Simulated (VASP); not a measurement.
Here is a VASP 6.6.1 calculation.

File INCAR:

```
SYSTEM = HfBiBr3
PREC = Accurate
ENCUT = 600
EDIFF = 1E-6
ISMEAR = 0
SIGMA = 0.1
LREAL = .FALSE.
LASPH = .TRUE.
NELM = 60
ALGO = Normal
ISIF = 3
LWAVE = .FALSE.
LCHARG = .FALSE.
GGA = PE
IBRION = 2
NSW = 100
EDIFFG = -0.01
```

File KPOINTS:

```
Automatic mesh
0
G
  8 8 8
  0 0 0
```

Contents of POSCAR:

```
HfBiBr3
1.0
    5.3197360722      0.0000000000      0.0000000000
    0.0000000000      5.3197360722      0.0000000000
    0.0000000000      0.0000000000      5.3197360722
Hf Bi Br
1 1 3
Direct
    0.0000000000      0.0000000000      0.0000000000
    0.5000000000      0.5000000000      0.5000000000
    0.5000000000      0.0000000000      0.0000000000
    0.0000000000      0.5000000000      0.0000000000
    0.0000000000      0.0000000000      0.5000000000
```

Potentials or basis: VASP PAW PBE potentials, release 64 (Hf_pv, Bi_d, Br).

Launch:

```console
$ cat potpaw_PBE.64/Hf_pv/POTCAR potpaw_PBE.64/Bi_d/POTCAR potpaw_PBE.64/Br/POTCAR > POTCAR
$ mpirun -np 1 vasp_std > vasp.out
```

Problem. Estimate the relaxed volume.

Solution. 29.70 Å³/atom.

Problem. Estimate the relaxed cell.

Solution. a = 5.296 Å, b = 5.296 Å, c = 5.296 Å, α = 90.00°, β = 90.00°, γ = 90.00°.

Problem. Estimate the band gap on the k mesh.

Solution. Zero (bands 23 and 24 overlap by 1.11 eV).

Final structure:
```cif
data_structure
_symmetry_space_group_name_H-M 'P 1'
_symmetry_Int_Tables_number 1
_cell_length_a 5.2956
_cell_length_b 5.2956
_cell_length_c 5.2956
_cell_angle_alpha 90.000
_cell_angle_beta 90.000
_cell_angle_gamma 90.000
_cell_volume 148.50
loop_
_atom_site_label
_atom_site_type_symbol
_atom_site_fract_x
_atom_site_fract_y
_atom_site_fract_z
_atom_site_occupancy
Hf1 Hf 0.00000 0.00000 0.00000 1
Bi1 Bi 0.50000 0.50000 0.50000 1
Br1 Br 0.50000 0.00000 0.00000 1
Br2 Br 0.00000 0.50000 0.00000 1
Br3 Br 0.00000 0.00000 0.50000 1
```

Caveat: spin-orbit coupling is left out, which moves the levels of the heavy elements.
